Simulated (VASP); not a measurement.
Set up this calculation in VASP 6.6.1, as the native input.

| Quantity | Value |
| --- | --- |
| Task | relaxation of cell and atoms |
| Functional | PBEsol |
| Potentials or basis | VASP PAW PBE potentials, release 64 (Sn_d, Se) |
| Cutoff | 600 eV |
| k mesh | 6 × 6 × 5 |
| Occupations | gaussian, width 0.01 eV |
| Spin | no spin polarisation |
| Target pressure | 20 GPa |
| Dipole correction | no |
| Further INCAR settings | ALGO = Normal; EDIFF = 1e-07; IBRION = 2; EDIFFG = -0.01; NSW = 80; ISIF = 3 |

The structure of SnSe2 lies in POSCAR:

```
SnSe2
1.0
    4.0600000000      0.0000000000      0.0000000000
   -2.0300000000      3.5160631394      0.0000000000
    0.0000000000      0.0000000000      4.4660000000
Sn Se
1 2
Direct
    0.0000000000      0.0000000000      0.0000000000
    0.3333333333      0.6666666667      0.5000000000
    0.6666666667      0.3333333333      0.5000000000
```

These files were run (other wordings do the same):

INCAR

```
ALGO = Normal
EDIFF = 1E-7
EDIFFG = -0.01
ENCUT = 600
GGA = PS
IBRION = 2
ISIF = 3
ISMEAR = 0
LASPH = True
LCHARG = False
LREAL = False
LWAVE = False
NELM = 100
NSW = 80
PREC = Accurate
PSTRESS = 200.0
SIGMA = 0.01
```

KPOINTS

```
k-points
0
Gamma
  6 6 5
```

Potentials or basis: VASP PAW PBE potentials, release 64 (Sn_d, Se).

The run is started by

```sh
$ cat potpaw_PBE.64/Sn_d/POTCAR potpaw_PBE.64/Se/POTCAR > POTCAR
$ mpirun -np 1 vasp_std > vasp.out
```

It gave:

* Relaxed volume: 18.67 Å³/atom
* Relaxed cell: a = 4.585 Å, b = 4.585 Å, c = 3.077 Å, α = 90.00°, β = 90.00°, γ = 120.00°
* Space group after relaxing (to 0.05 Å): P6/mmm (No. 191)
* Energy change on relaxing (the enthalpy is what falls): -465.6 meV/atom
* Ionic steps: 18
* Pressure after relaxing: 20.0 GPa
* Band gap on the k mesh: zero (band 13 reaches 9.89 eV, above the bottom of band 14 at 7.25 eV)

Caveat: the cell is relaxed towards a set pressure, so the enthalpy falls and the energy may rise; the PAW data sets were made with another functional, which shifts forces and pressure a little; spin-orbit coupling is left out, which moves the levels of the heavy elements.

Run time: 2.4 min on 1 thread of Intel(R) Xeon(R) 6975P-C (Granite Rapids), on a shared host, peak memory 0.2 GiB.
